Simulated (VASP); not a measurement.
Here is a VASP 6.6.1 calculation.

File INCAR:

```
SYSTEM = MoS2
PREC = Accurate
ENCUT = 520
EDIFF = 1E-7
ISMEAR = -1
SIGMA = 0.05
LREAL = .FALSE.
LASPH = .TRUE.
NELM = 60
ALGO = Normal
ISIF = 2
LWAVE = .FALSE.
LCHARG = .TRUE.
LELF = .TRUE.
LVHAR = .TRUE.
NBANDS = 20
```

The input KPOINTS:

```
Automatic mesh
0
G
  10 10 10
  0 0 0
```

Contents of POSCAR:

```
MoS2
1.0
    1.5586460310      0.8998847055      6.0668817029
   -1.5586460310      0.8998847055      6.0668817029
    0.0000000000     -1.7997694111      6.0668817029
Mo S
1 2
Direct
    0.0000000000      0.0000000000      0.0000000000
    0.4170000000      0.4170000000      0.4170000000
    0.2500000000      0.2500000000      0.2500000000
```

Potentials or basis: VASP PAW LDA potentials, release 64 (Mo_sv, S).

Command:

```sh
$ cat potpaw_LDA.64/Mo_sv/POTCAR potpaw_LDA.64/S/POTCAR > POTCAR
$ mpirun -np 1 vasp_std > vasp.out
```

**Question.** Predict the band gap on the k mesh.

**Answer.** 0.85 eV, indirect (least direct gap 2.07 eV).

**Question.** Predict the pressure.

**Answer.** 4.5 GPa.

**Question.** Predict the largest force.

**Answer.** 0.825 eV/Å.

Stress tensor (GPa, compression positive):
```
3.41 0.00 0.00
0.00 3.41 0.00
0.00 0.00 6.63
```

A k mesh can miss the band edges. Expect the measured gap to be larger: semilocal functionals such as LDA lack the derivative discontinuity.
